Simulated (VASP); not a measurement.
# Si2W (P4mm) in VASP: single point with PBE

Aim: the single point of Si2W with PBE.

Program: VASP 6.6.1. These are calculated values, not measurements. Logs are shortened: lines on timing, memory, paths and dates and some standing lists are left out, and cuts for length are marked.

## (1) The cell of the first run

The structure is tetragonal, space group P4mm (No. 99). Conventional cell: a = 4.566 Å, b = 4.566 Å, c = 7.867 Å, α = 90.00°, β = 90.00°, γ = 90.00°. Si (site symmetry 2mm) has 9 Si at 2.60 to 3.23 Å and 5 W at 2.63 to 2.67 Å within 3.4 Å. Si (site symmetry 4mm) has 9 Si at 2.60 to 3.23 Å and 5 W at 2.63 Å within 3.4 Å. Within 3.4 Å of Si (site symmetry 4mm) lie 5 W at 2.54 to 2.63 Å and 9 Si at 2.60 to 3.23 Å. Si (site symmetry 2mm) has 5 W at 2.58 to 2.63 Å and 9 Si at 2.60 to 3.23 Å within 3.4 Å. Within 3.4 Å of Si (site symmetry 4mm) lie 9 Si at 2.60 to 3.23 Å and 5 W at 2.63 Å. Within 3.4 Å of Si (site symmetry 4mm) lie 9 Si at 2.60 to 3.23 Å and 5 W at 2.63 to 2.72 Å. W (site symmetry 4mm) has 10 Si at 2.54 to 2.72 Å and 4 W at 3.23 Å within 3.4 Å. Within 3.5 Å of W (site symmetry 2mm) lie 10 Si at 2.63 Å and 4 W at 3.23 Å.

## (2) Single point, PBE (atom 9 (W) moved +0.090 Å along Cartesian [0 0 1])

INCAR

```
SYSTEM = Si2W
ALGO = Normal
EDIFF = 1E-6
ENCUT = 520
GGA = PE
ISIF = 2
ISMEAR = 0
LASPH = .TRUE.
LCHARG = .FALSE.
LREAL = .FALSE.
LWAVE = .FALSE.
NBANDS = 56
NELM = 80
PREC = Accurate
SIGMA = 0.15
```

KPOINTS

```
k-points
0
G
  10 10 6
  0 0 0
```

POSCAR

```
Si2W
1.0
    3.2289953136     -3.2289953136      0.0000000000
   -3.2289953136     -3.2289953136      0.0000000000
    0.0000000000      0.0000000000     -7.8668278190
Si W
8 4
Direct
    0.0000000000      0.0000000000      0.6654255941
    0.5000000000      0.0000000000      0.1654255941
    0.5000000000      0.5000000000      0.6654255941
    0.0000000000      0.5000000000      0.1654255941
    0.0000000000      0.0000000000      0.3345744059
    0.5000000000      0.0000000000      0.8345744059
    0.5000000000      0.5000000000      0.3345744059
    0.0000000000      0.5000000000      0.8345744059
    0.0000000000      0.5000000000      0.4885595564
    0.5000000000      0.5000000000      0.0000000000
    0.5000000000      1.0000000000      0.5000000000
    0.0000000000      1.0000000000      0.0000000000
```

Potentials or basis: VASP PAW PBE potentials, release 64 (Si, W_sv).

Launch:

```bash
$ cat potpaw_PBE.64/Si/POTCAR potpaw_PBE.64/W_sv/POTCAR > POTCAR
$ mpirun -np 1 vasp_std > vasp.out
```

OUTCAR:

```text
SYSTEM = Si2W
   EDIFF = 1E-6
   ENCUT = 520
   GGA = PE
   ISIF = 2
   ISMEAR = 0
   LASPH = .TRUE.
   LREAL = .FALSE.
   NELM = 80
   PREC = Accurate

 ion  position               nearest neighbor table
   1  0.000  0.000  0.665-   5 2.60  11 2.63  11 2.63  12 2.63   8 2.64   8 2.64   6 2.64   6 2.64
                             9 2.67   9 2.67
   2  0.500  0.000  0.165-   6 2.60  10 2.63  12 2.63  10 2.63  12 2.63  11 2.63   7 2.64   7 2.64
                             5 2.64   5 2.64
   3  0.500  0.500  0.665-   7 2.60  11 2.63  11 2.63  10 2.63   8 2.64   6 2.64   6 2.64   8 2.64
                             9 2.67   9 2.67
   4  0.000  0.500  0.165-   9 2.54   8 2.60  10 2.63  12 2.63  12 2.63  10 2.63   5 2.64   5 2.64
                             7 2.64   7 2.64
   5  0.000  0.000  0.335-   9 2.58   9 2.58   1 2.60  11 2.63  11 2.63  12 2.63   4 2.64   4 2.64
                             2 2.64   2 2.64
   6  0.500  0.000  0.835-   2 2.60  10 2.63  12 2.63  10 2.63  12 2.63  11 2.63   3 2.64   3 2.64
                             1 2.64   1 2.64
   7  0.500  0.500  0.335-   9 2.58   9 2.58   3 2.60  11 2.63  11 2.63  10 2.63   2 2.64   4 2.64
                             4 2.64   2 2.64
   8  0.000  0.500  0.835-   4 2.60  10 2.63  12 2.63  12 2.63  10 2.63   1 2.64   3 2.64   3 2.64
                             1 2.64   9 2.72
   9  0.000  0.500  0.489-   4 2.54   5 2.58   7 2.58   5 2.58   7 2.58   1 2.67   3 2.67   3 2.67
                             1 2.67   8 2.72  11 3.23  11 3.23  11 3.23  11 3.23
  10  0.500  0.500  0.000-   2 2.63   4 2.63   6 2.63   8 2.63   2 2.63   6 2.63   4 2.63   8 2.63
                             7 2.63   3 2.63  12 3.23  12 3.23  12 3.23  12 3.23
  11  0.500  0.000  0.500-   1 2.63   3 2.63   5 2.63   7 2.63   3 2.63   7 2.63   1 2.63   5 2.63
                             6 2.63   2 2.63   9 3.23   9 3.23   9 3.23   9 3.23
  12  0.000  0.000  0.000-   2 2.63   4 2.63   6 2.63   8 2.63   4 2.63   8 2.63   2 2.63   6 2.63
                             1 2.63   5 2.63  10 3.23  10 3.23  10 3.23  10 3.23

  LATTYP: Found a simple tetragonal cell.
 ALAT       =     4.5664889653
 C/A-ratio  =     1.7227300621

  Lattice vectors:

 A1 = (   3.2289953136,  -3.2289953136,   0.0000000000)
 A2 = (  -3.2289953136,  -3.2289953136,   0.0000000000)
 A3 = (   0.0000000000,   0.0000000000,  -7.8668278190)

Analysis of symmetry for initial positions (statically):
=====================================================================
 Subroutine PRICEL returns:
 Original cell was already a primitive cell.

 Routine SETGRP: Setting up the symmetry group for a
 simple tetragonal supercell.

 Subroutine GETGRP returns: Found  8 space group operations
 (whereof  4 operations were pure point group operations)
 out of a pool of 16 trial point group operations.

The static configuration has the point symmetry C_2v.
 The point group associated with its full space group is C_4v.

Analysis of symmetry for dynamics (positions and initial velocities):
=====================================================================
 Subroutine PRICEL returns:
 Original cell was already a primitive cell.

 Routine SETGRP: Setting up the symmetry group for a
 simple tetragonal supercell.

 Subroutine GETGRP returns: Found  8 space group operations
 (whereof  4 operations were pure point group operations)
 out of a pool of 16 trial point group operations.

The dynamic configuration has the point symmetry C_2v.
 The point group associated with its full space group is C_4v.

 Subroutine INISYM returns: Found  8 space group operations
 (whereof  4 operations are pure point group operations),
 and found     1 'primitive' translations

----------------------------------------------------------------------------------------

                                     Primitive cell

  volume of cell :     164.0456

  direct lattice vectors                    reciprocal lattice vectors
     3.228995314 -3.228995314  0.000000000     0.154846927 -0.154846927  0.000000000
    -3.228995314 -3.228995314  0.000000000    -0.154846927 -0.154846927  0.000000000
     0.000000000  0.000000000 -7.866827819     0.000000000  0.000000000 -0.127116040

  length of vectors
     4.566488965  4.566488965  7.866827819     0.218986624  0.218986624  0.127116040

  position of ions in fractional coordinates (direct lattice)
     0.000000000  0.000000000  0.665425594
     0.500000000  0.000000000  0.165425594
     0.500000000  0.500000000  0.665425594
     0.000000000  0.500000000  0.165425594
     0.000000000  0.000000000  0.334574406
     0.500000000  0.000000000  0.834574406
     0.500000000  0.500000000  0.334574406
     0.000000000  0.500000000  0.834574406
     0.000000000  0.500000000  0.488559556
     0.500000000  0.500000000  0.000000000
     0.500000000  0.000000000  0.500000000
     0.000000000  0.000000000  0.000000000

  ion indices of the primitive-cell ions
   primitive index   ion index
                 1           1
                 2           2
                 3           3
                 4           4
                 5           5
                 6           6
                 7           7
                 8           8
                 9           9
                10          10
                11          11
                12          12

----------------------------------------------------------------------------------------

 KPOINTS: k-points

Automatic generation of k-mesh.
 Grid dimensions read from file:
 generate k-points for:   10   10    6

 Generating k-lattice:

  Cartesian coordinates                     Fractional coordinates (reciprocal lattice)
     0.015484693 -0.015484693  0.000000000     0.100000000  0.000000000  0.000000000
    -0.015484693 -0.015484693  0.000000000     0.000000000  0.100000000  0.000000000
     0.000000000  0.000000000 -0.021186007     0.000000000  0.000000000  0.166666667

  Length of vectors
     0.021898662  0.021898662  0.021186007

  Shift w.r.t. Gamma in fractional coordinates (k-lattice)
     0.000000000  0.000000000  0.000000000

 Subroutine IBZKPT returns following result:
 ===========================================

 Found     84 irreducible k-points:

 Following reciprocal coordinates:
            Coordinates               Weight
  0.000000  0.000000  0.000000      1.000000
  0.100000  0.000000  0.000000      4.000000
  0.200000  0.000000  0.000000      4.000000
  0.300000  0.000000  0.000000      4.000000
  0.400000  0.000000  0.000000      4.000000
  0.500000  0.000000  0.000000      2.000000
[... 16 lines left out ...]
  0.100000  0.000000  0.166667      8.000000
  0.200000  0.000000  0.166667      8.000000
 [... further k-points ...]
   k-points           NKPTS =     84   k-points in BZ     NKDIM =     84   number of bands    NBANDS=     56
   number of dos      NEDOS =    301   number of ions     NIONS =     12
   total plane-waves  NPLWV =  77760
   dimension x,y,z NGX =    36 NGY =   36 NGZ =   60
   dimension x,y,z NGXF=    72 NGYF=   72 NGZF=  120
   ions per type =               8   4
   NGX,Y,Z   is equivalent  to a cutoff of  13.11, 13.11, 12.68 a.u.
   NGXF,Y,Z  is equivalent  to a cutoff of  26.21, 26.21, 25.36 a.u.
 SYSTEM =  Si2W
   PREC   = accura    normal or accurate (medium, high low for compatibility)
   ISTART =      0    job   : 0-new  1-cont  2-samecut
   ICHARG =      2    charge: 1-file 2-atom 10-const
   ISPIN  =      1    spin polarized calculation?
   LNONCOLLINEAR =      F non collinear calculations
   LSORBIT =      F    spin-orbit coupling
   LASPH  =      T    aspherical Exc in radial PAW
   ENCUT  =  520.0 eV  38.22 Ry    6.18 a.u.   8.49  8.49 14.63*2*pi/ulx,y,z
   NELM   =     80;   NELMIN=  2; NELMDL= -5     # of ELM steps
   EDIFF  = 0.1E-05   stopping-criterion for ELM
   LREAL  =      F    real-space projection
   EDIFFG = 0.1E-04   stopping-criterion for IOM
   NSW    =      0    number of steps for IOM
   IBRION =     -1    ionic relax: 0-MD 1-quasi-New 2-CG
   NFREE  =      0    steps in history (QN), initial steepest desc. (CG)
   ISIF   =      2    stress and relaxation
   ISYM   =      2    0-nonsym 1-usesym 2-fastsym
   POTIM  = 0.5000    time-step for ionic-motion
   TEBEG  =    0.0;   TEEND  =   0.0 temperature during run
   PSTRESS=    0.0 pullay stress
   NELECT =      88.0000    total number of electrons
   NUPDOWN=      -1.0000    fix difference up-down
   EMIN   =  10.00;   EMAX   =-10.00  energy-range for DOS
   EFERMI =   0.00;   METHOD = LEGACY
   ISMEAR =     0;   SIGMA  =   0.15  broadening in eV -4-tet -1-fermi 0-gaus
   EFERMI_NEDOS =   21; number of points for ismear=-14 and -15
   IALGO  =     38    algorithm
   IMIX   =      4    mixing-type and parameters
     AMIX     =   0.40;   BMIX     =  1.00
     AMIX_MAG =   1.60;   BMIX_MAG =  1.00
  volume/ion in A,a.u.               =      13.67        92.25
  Fermi-wavevector in a.u.,A,eV,Ry     =   1.330192  2.513698 24.074284  1.769410
  Thomas-Fermi vector in A             =   2.459297
   LORBIT       =      0    0 simple, 1 ext, 2 COOP (PROOUT), +10 PAW based schemes
   GGA     = PE    functional components
   LHFCALC =     F    Hartree Fock is set to
   AEXX    =    0.0000 exact exchange contribution
   IVDW    =     0    specifies the selected vdW correction
   LEPSILON=     F    determine dielectric tensor
   LRPA    =     F    only Hartree local field effects (RPA)
 non-spin polarized calculation
 Gauss-broadening in eV      SIGMA  =   0.15
  energy-cutoff  :      520.00
  volume of cell :      164.05
 maximum number of plane-waves:      4446
 NGX is ok and might be reduce to    36
   NGX = 17   NGY = 17   NGZ = 29

 number of electron      87.9999994 magnetization

 Free energy of the ion-electron system (eV)
  ---------------------------------------------------
  ext. energy  EPLUGINS =         0.00000000
  ---------------------------------------------------
  free energy    TOTEN  =       -99.18564186 eV

  energy without entropy =      -99.17017509  energy(sigma->0) =      -99.17790847

 E-fermi :  11.7725     XC(G=0): -12.4605

 val. band max:       11.7719753687   @ k =   0.4000   0.0000   0.0000
 cond. band min:      11.7826331623   @ k =   0.0000   0.0000   0.5000
 fundamental gap:      0.0106577936
 Fermi energy:        11.7725136467

 k-point     1 :       0.0000    0.0000    0.0000
  band No.  band energies     occupation
      1     -62.1290      2.00000
      2     -62.1257      2.00000
      3     -62.1119      2.00000
      4     -62.1048      2.00000
      5     -26.5365      2.00000
      6     -26.5365      2.00000
[... 48 lines left out ...]
     55      14.8290      0.00000
     56      14.9202      0.00000

 k-point     2 :       0.1000    0.0000    0.0000
  band No.  band energies     occupation
      1     -62.1288      2.00000
      2     -62.1254      2.00000
      3     -62.1122      2.00000
      4     -62.1050      2.00000
      5     -26.5328      2.00000
      6     -26.5323      2.00000
[... 48 lines left out ...]
     55      14.8776      0.00000
     56      15.0556      0.00000

 k-point     3 :       0.2000    0.0000    0.0000
  band No.  band energies     occupation
      1     -62.1283      2.00000
      2     -62.1244      2.00000
      3     -62.1132      2.00000
      4     -62.1055      2.00000
      5     -26.5217      2.00000
      6     -26.5200      2.00000
[... 1172 lines left out ...]
 k-point    23 :       0.1000    0.0000    0.1667
  band No.  band energies     occupation
      1     -62.1288      2.00000
      2     -62.1254      2.00000
      3     -62.1122      2.00000
      4     -62.1050      2.00000
      5     -26.5326      2.00000
      6     -26.5321      2.00000
[... 48 lines left out ...]
     55      15.1210      0.00000
     56      15.1694      0.00000

 k-point    24 :       0.2000    0.0000    0.1667
  band No.  band energies     occupation
      1     -62.1283      2.00000
      2     -62.1244      2.00000
      3     -62.1132      2.00000
      4     -62.1055      2.00000
      5     -26.5216      2.00000
      6     -26.5198      2.00000
[... 48 lines left out ...]
     55      15.1905      0.00000
     56      15.6562      0.00000

 [... further k-points ...]

------------------------ aborting loop because EDIFF is reached ----------------------------------------

  FORCE on cell =-STRESS in cart. coord.  units (eV):
  Direction    XX          YY          ZZ          XY          YZ          ZX
  --------------------------------------------------------------------------------------
  -------------------------------------------------------------------------------------
  Total        0.2171123      0.2171123      0.7811519     -0.0000000      0.0000000      0.0000000
  in kB        2.1204626      2.1204626      7.6292457     -0.0000000      0.0000000      0.0000000
  external PRESSURE =       3.9567236 kB  Pullay stress =       0.0000000 kB

 VOLUME and BASIS-vectors are now :
 -----------------------------------------------------------------------------
  energy-cutoff  :      520.00
  volume of cell :      164.05
      direct lattice vectors                 reciprocal lattice vectors
     3.228995314 -3.228995314  0.000000000     0.154846927 -0.154846927  0.000000000
    -3.228995314 -3.228995314  0.000000000    -0.154846927 -0.154846927  0.000000000
     0.000000000  0.000000000 -7.866827819     0.000000000  0.000000000 -0.127116040

 POSITION                                       TOTAL-FORCE (eV/Angst)
 -----------------------------------------------------------------------------------
      0.00000      0.00000     -5.23479         0.000000      0.000000      0.165792
      1.61450     -1.61450     -1.30137         0.000000      0.000000      0.015975
      0.00000     -3.22900     -5.23479         0.000000      0.000000      0.165792
     -1.61450     -1.61450     -1.30137         0.000000      0.000000      0.257946
      0.00000      0.00000     -2.63204         0.000000      0.000000      0.255325
      1.61450     -1.61450     -6.56545         0.000000      0.000000      0.018319
      0.00000     -3.22900     -2.63204         0.000000      0.000000      0.255325
     -1.61450     -1.61450     -6.56545         0.000000      0.000000      0.135112
     -1.61450     -1.61450     -3.84341         0.000000      0.000000     -1.681385
      0.00000     -3.22900      0.00000         0.000000      0.000000      0.268294
      1.61450     -1.61450     -3.93341        -0.000000      0.000000     -0.124789
      0.00000      0.00000      0.00000        -0.000000     -0.000000      0.268294
 -----------------------------------------------------------------------------------
    total drift:                               -0.000000     -0.000000     -0.000084

  FREE ENERGIE OF THE ION-ELECTRON SYSTEM (eV)
  ---------------------------------------------------
  free  energy   TOTEN  =       -99.1856418553 eV

  energy  without entropy=      -99.1701750892  energy(sigma->0) =      -99.17790847
```

Wall time 13 min (1 thread of Intel Xeon Platinum 8488C (Sapphire Rapids), shared host); peak memory 0.63 GiB.

Results:

```yaml
Free_energy: -99.1856 eV
Pressure: 0.4 GPa
Largest_force: 1.681 eV/Å
Band_gap_on_the_k_mesh: zero (bands 44 and 45 overlap by 1.15 eV)
```

Forces on the atoms (eV/Å):
```
Si   0.000  0.000  0.166
Si   0.000  0.000  0.016
Si   0.000  0.000  0.166
Si   0.000  0.000  0.258
Si   0.000  0.000  0.255
Si   0.000  0.000  0.018
Si   0.000  0.000  0.255
Si   0.000  0.000  0.135
W    0.000  0.000 -1.681
W    0.000  0.000  0.268
W    0.000  0.000 -0.125
W    0.000  0.000  0.268
```

Levels at points of the mesh, in eV from the Fermi level:
| k point | band 42 | band 43 | band 44 | band 45 | band 46 | band 47 |
| --- | --- | --- | --- | --- | --- | --- |
| (0.00, 0.00, 0.00) | -0.87 | -0.49 | -0.49 | 0.57 | 0.75 | 2.60 |
| (0.50, 0.00, 0.00) | -1.95 | -0.87 | -0.87 | 0.36 | 0.37 | 1.91 |
| (0.50, 0.50, 0.00) | -0.70 | -0.69 | -0.68 | 2.01 | 2.11 | 2.11 |
| (0.00, 0.00, 0.50) | -2.22 | -0.06 | 0.01 | 0.67 | 0.75 | 1.39 |
| (0.50, 0.00, 0.50) | -2.40 | -2.36 | -2.29 | 1.62 | 1.72 | 1.75 |
| (0.50, 0.50, 0.50) | -0.44 | -0.43 | -0.43 | 2.53 | 2.59 | 2.63 |

Caveat: the cell differs from its parent crystal (atom 9 (W) moved +0.090 Å along Cartesian [0 0 1]); spin-orbit coupling is left out, which moves the levels of the heavy elements; forces of over 1 eV/Å act on the atoms, so gaps and moduli don't describe the material at rest.
